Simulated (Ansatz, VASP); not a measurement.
**LiH in VASP and in Ansatz**

```
Li H
1.0
     0.00000    2.00355    2.00355
     2.00355    0.00000    2.00355
     2.00355    2.00355    0.00000
Li H
1 1
Direct
  0.00000 0.00000 0.00000
  0.50000 0.50000 0.50000
```

Alike in both runs: task single point; functional LDA; k mesh 10 × 10 × 10; no spin polarisation.

```csv
,VASP,Ansatz
version,VASP 6.6.1,Ansatz 0.2.0
potentials or method,"VASP PAW LDA potentials, release 64 (Li_sv, H)","plane waves, PAW"
plane-wave cutoff (eV),520,420
occupations,"gaussian, width 0.01 eV",fixed
valence electrons in the cell,4,4
```

|  | VASP | Ansatz | Ansatz less VASP |
| --- | --- | --- | --- |
| gap on the k mesh at the Fermi level (eV) | 2.61 | 2.61 | +0.008 |

LDA's correlation is that of Perdew and Zunger in VASP and of Perdew and Wang (1992) in Ansatz.

Noted on VASP's run: the cutoff is short for stress, so the pressure is rough.
